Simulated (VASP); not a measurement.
# MnO (R-3m) in VASP: single point with PBE+U

Aim: the single point of MnO with PBE+U.

All numbers are computed with VASP 6.6.1; they aren't measurements. Logs are shortened: lines on timing, memory, paths and dates and some standing lists are left out, and cuts for length are marked.

## Step 1: The cell of the first run

It takes space group R-3m (No. 166, trigonal). Conventional cell: a = 3.170 Å, b = 3.170 Å, c = 7.589 Å, α = 90.00°, β = 90.00°, γ = 120.00°. Within 2.9 Å of Mn (site symmetry -3m) lie 6 O at 2.22 Å. Within 2.9 Å of O (site symmetry -3m) lie 6 Mn at 2.22 Å.

## Step 2: Single point, PBE+U, collinear spin, antiferromagnetic start (11.00 Å³/atom)

File INCAR:

```
ALGO = Normal
EDIFF = 1E-6
ENCUT = 700
GGA = PE
GGA_COMPAT = False
ISIF = 2
ISMEAR = 0
ISPIN = 2
LASPH = True
LCHARG = False
LDAU = True
LDAUJ = 0 0
LDAUL = 2 -1
LDAUPRINT = 1
LDAUTYPE = 2
LDAUU = 3.9 0
LMAXMIX = 4
LORBIT = 11
LREAL = False
LWAVE = False
MAGMOM = 4.66 -4.66 0 0
NBANDS = 33
NELM = 200
PREC = Accurate
SIGMA = 0.05
```

File KPOINTS:

```
k-points
0
Gamma
  8 8 8
```

File POSCAR:

```
MnO
1.0
   -2.1738814427     -2.1738814427      4.4151675049
   -4.4151675049     -2.1738814427      2.1738814427
   -2.1738814427     -4.4151675049      2.1738814427
Mn O
2 2
Direct
    0.0000000000      0.0000000000      0.0000000000
    0.5000000000      0.5000000000      0.5000000000
    1.2499999998     -0.7500000002     -0.7500000002
    1.7500000002     -0.2499999998     -0.2499999998
```

Potentials or basis: VASP PAW PBE potentials, release 64 (Mn_sv, O).

On the command line:

```console
$ cat potpaw_PBE.64/Mn_sv/POTCAR potpaw_PBE.64/O/POTCAR > POTCAR
$ mpirun -np 1 vasp_std > vasp.out
```

OUTCAR:

```text
EDIFF = 1E-6
   ENCUT = 700
   GGA = PE
   ISIF = 2
   ISMEAR = 0
   ISPIN = 2
   LASPH = True
   LORBIT = 11
   LREAL = False
   NELM = 200
   PREC = Accurate

 ion  position               nearest neighbor table
   1  0.000  0.000  0.000-   4 2.22   4 2.22   4 2.22   3 2.22   3 2.22   3 2.22
   2  0.500  0.500  0.500-   3 2.22   3 2.22   3 2.22   4 2.22   4 2.22   4 2.22
   3  0.250  0.250  0.250-   2 2.22   2 2.22   2 2.22   1 2.22   1 2.22   1 2.22
   4  0.750  0.750  0.750-   2 2.22   2 2.22   2 2.22   1 2.22   1 2.22   1 2.22

  LATTYP: Found a trigonal (rhomboedric) cell.
 ALAT       =     5.3800766863
 COS(alpha) =     0.8264527850

  Lattice vectors:

 A1 = (  -2.1738814427,  -2.1738814427,   4.4151675049)
 A2 = (  -4.4151675049,  -2.1738814427,   2.1738814427)
 A3 = (  -2.1738814427,  -4.4151675049,   2.1738814427)

Analysis of symmetry for initial positions (statically):
=====================================================================
 Subroutine PRICEL returns following result:

  LATTYP: Found a trigonal (rhomboedric) cell.
 ALAT       =     3.1221767877
 COS(alpha) =     0.4846769131
[... 12 lines left out ...]
 Subroutine GETGRP returns: Found 12 space group operations
 (whereof 12 operations were pure point group operations)
 out of a pool of 12 trial point group operations.

The static configuration has the point symmetry D_3d.

Analysis of symmetry for dynamics (positions and initial velocities):
=====================================================================
 Subroutine PRICEL returns following result:

  LATTYP: Found a trigonal (rhomboedric) cell.
 ALAT       =     3.1221767877
 COS(alpha) =     0.4846769131
[... 12 lines left out ...]
 Subroutine GETGRP returns: Found 12 space group operations
 (whereof 12 operations were pure point group operations)
 out of a pool of 12 trial point group operations.

The dynamic configuration has the point symmetry D_3d.
[... 226 lines left out ...]
  o =  0.0156  v = -0.8078 -0.5027  0.0416 -0.3050 -0.0059  0.0000  0.0000  0.0000  0.0000  0.0000      0.0000  0.0000  0.0000  0.0000  0.0000  0.0000  0.0000  0.0000  0.0000  0.0000
  o =  0.0599  v =  0.0027 -0.0283  0.0773  0.0310  0.9961  0.0000  0.0000  0.0000  0.0000  0.0000      0.0000  0.0000  0.0000  0.0000  0.0000  0.0000  0.0000  0.0000  0.0000  0.0000
  o =  0.0599  v = -0.0342 -0.0194 -0.9961 -0.0148  0.0773  0.0000  0.0000  0.0000  0.0000  0.0000      0.0000  0.0000  0.0000  0.0000  0.0000  0.0000  0.0000  0.0000  0.0000  0.0000
  o =  0.9061  v =  0.0000  0.0000  0.0000  0.0000  0.0000 -0.5774  0.5774  0.0000  0.5774  0.0000      0.0000  0.0000  0.0000  0.0000  0.0000  0.0000  0.0000  0.0000  0.0000  0.0000
  o =  0.9067  v =  0.0000  0.0000  0.0000  0.0000  0.0000  0.0164 -0.6988  0.0001  0.7152  0.0049      0.0000  0.0000  0.0000  0.0000  0.0000  0.0000  0.0000  0.0000  0.0000  0.0000
  o =  0.9067  v =  0.0000  0.0000  0.0000  0.0000  0.0000  0.8163  0.4224  0.0049  0.3940 -0.0001      0.0000  0.0000  0.0000  0.0000  0.0000  0.0000  0.0000  0.0000  0.0000  0.0000
  o =  0.9432  v =  0.0000  0.0000  0.0000  0.0000  0.0000 -0.0040 -0.0018  0.9989 -0.0022  0.0471      0.0000  0.0000  0.0000  0.0000  0.0000  0.0000  0.0000  0.0000  0.0000  0.0000
  o =  0.9432  v =  0.0000  0.0000  0.0000  0.0000  0.0000  0.0002  0.0036 -0.0471 -0.0034  0.9989      0.0000  0.0000  0.0000  0.0000  0.0000  0.0000  0.0000  0.0000  0.0000  0.0000

 number of electron      41.9999998 magnetization      -0.0000000

 Free energy of the ion-electron system (eV)
  ---------------------------------------------------
  ext. energy  EPLUGINS =         0.00000000
  ---------------------------------------------------
  free energy    TOTEN  =       -30.82290477 eV

  energy without entropy =      -30.82290477  energy(sigma->0) =      -30.82290477

 E-fermi :   8.2083     XC(G=0): -11.8440

 val. band max:        7.7174971833   @ k =   0.5000   0.5000   0.5000
 cond. band min:       9.4348581469   @ k =   0.0000   0.0000   0.0000
 fundamental gap:      1.7173609636
 Fermi energy:         8.2082581938

 spin component 1

 k-point     1 :       0.0000    0.0000    0.0000
  band No.  band energies     occupation
      1     -72.3908      1.00000
      2     -67.3912      1.00000
      3     -41.1826      1.00000
      4     -41.1349      1.00000
      5     -41.1349      1.00000
      6     -36.2678      1.00000
[... 1721 lines left out ...]
     32      22.4752      0.00000
     33      22.5231      0.00000

 [... further k-points ...]

------------------------ aborting loop because EDIFF is reached ----------------------------------------

  FORCE on cell =-STRESS in cart. coord.  units (eV):
  Direction    XX          YY          ZZ          XY          YZ          ZX
  --------------------------------------------------------------------------------------
  -------------------------------------------------------------------------------------
  Total        0.8459360      0.8459360      0.8459360     -0.0077045      0.0077045      0.0077045
  in kB       30.7896084     30.7896084     30.7896084     -0.2804221      0.2804221      0.2804221
  external PRESSURE =      30.7896084 kB  Pullay stress =       0.0000000 kB

 VOLUME and BASIS-vectors are now :
 -----------------------------------------------------------------------------
  energy-cutoff  :      700.00
  volume of cell :       44.02
      direct lattice vectors                 reciprocal lattice vectors
    -2.173881443 -2.173881443  4.415167505     0.110685111  0.110685111  0.335487298
    -4.415167505 -2.173881443  2.173881443    -0.335487298  0.110685111 -0.110685111
    -2.173881443 -4.415167505  2.173881443     0.110685111 -0.335487298 -0.110685111

 POSITION                                       TOTAL-FORCE (eV/Angst)
 -----------------------------------------------------------------------------------
      0.00000      0.00000      0.00000         0.000000      0.000000      0.000000
     -4.38147     -4.38147      4.38147         0.000000      0.000000      0.000000
     -2.19073     -2.19073      2.19073        -0.000000     -0.000000      0.000000
     -6.57220     -6.57220      6.57220        -0.000000      0.000000     -0.000000
 -----------------------------------------------------------------------------------
    total drift:                               -0.000000     -0.000000      0.000000

  FREE ENERGIE OF THE ION-ELECTRON SYSTEM (eV)
  ---------------------------------------------------
  free  energy   TOTEN  =       -30.8229047726 eV

  energy  without entropy=      -30.8229047726  energy(sigma->0) =      -30.82290477

 total charge

# of ion       s       p       d       tot
------------------------------------------
    1        2.114   6.014   4.749  12.877
    2        2.114   6.014   4.749  12.877
    3        1.551   3.452   0.000   5.003
    4        1.551   3.452   0.000   5.003
--------------------------------------------------
tot          7.331  18.932   9.497  35.761

 magnetization (x)

# of ion       s       p       d       tot
------------------------------------------
    1        0.015   0.013   4.422   4.450
    2       -0.015  -0.013  -4.422  -4.450
    3        0.000   0.000   0.000   0.000
    4        0.000   0.000   0.000   0.000
--------------------------------------------------
tot          0.000   0.000  -0.000  -0.000
```

OSZICAR:

```text
N       E                     dE             d eps       ncg     rms          rms(c)
DAV:   1     0.844079269846E+03    0.84408E+03   -0.26132E+04  9084   0.298E+03
DAV:   2     0.521582069275E+02   -0.79192E+03   -0.75676E+03  8633   0.693E+02
DAV:   3    -0.254740954059E+02   -0.77632E+02   -0.74894E+02 10706   0.255E+02
DAV:   4    -0.315681326176E+02   -0.60940E+01   -0.59504E+01 16714   0.663E+01
DAV:   5    -0.320517282932E+02   -0.48360E+00   -0.48276E+00 12071   0.139E+01    0.195E+01
DAV:   6    -0.300226411439E+02    0.20291E+01   -0.23004E+01 12944   0.499E+01    0.172E+01
DAV:   7    -0.308007089596E+02   -0.77807E+00   -0.21221E+00 14141   0.215E+01    0.996E+00
DAV:   8    -0.307951774541E+02    0.55315E-02   -0.40765E-01 12191   0.675E+00    0.534E+00
DAV:   9    -0.308127903972E+02   -0.17613E-01   -0.45758E-02 12012   0.299E+00    0.883E-01
DAV:  10    -0.308223433893E+02   -0.95530E-02   -0.54457E-03 15415   0.840E-01    0.213E-01
DAV:  11    -0.308227835748E+02   -0.44019E-03   -0.13963E-03 14076   0.356E-01    0.922E-02
DAV:  12    -0.308228935145E+02   -0.10994E-03   -0.10164E-04 11456   0.155E-01    0.475E-02
DAV:  13    -0.308229027355E+02   -0.92210E-05   -0.27553E-05 11611   0.603E-02    0.108E-02
DAV:  14    -0.308229042650E+02   -0.15295E-05   -0.47934E-06 10656   0.235E-02    0.648E-03
DAV:  15    -0.308229047726E+02   -0.50759E-06   -0.92370E-07  6093   0.109E-02
   1 F= -.30822905E+02 E0= -.30822905E+02  d E =-.159533E-45  mag=     0.0000
```

Run time: 13 min. Hardware: 1 thread of AMD EPYC 7R13 (Zen 3), shared host; peak memory 0.5 GiB.

Results:

| Item | Value |
| --- | --- |
| Free energy | -30.8229 eV |
| Pressure | 3.1 GPa |
| Band gap on the k mesh | 1.72 eV |
| Net moment | 0.00 μB per cell |
| Site moments | Mn +4.45, -4.45; O +0.00 μB |
| Valence electrons inside the program's atomic spheres | Mn 12.88; O 5.00 |

Eigenvalues of the final occupation matrices:
```csv
site,spin,trace,eigenvalues
site 1 d,1,4.61,0.91 0.91 0.91 0.94 0.94
site 1 d,2,0.17,0.02 0.02 0.02 0.06 0.06
site 2 d,1,0.17,0.02 0.02 0.02 0.06 0.06
site 2 d,2,4.61,0.91 0.91 0.91 0.94 0.94
```

Caveat: the cell stands under pressure. The state reached can hang on the start; a lower one may exist.
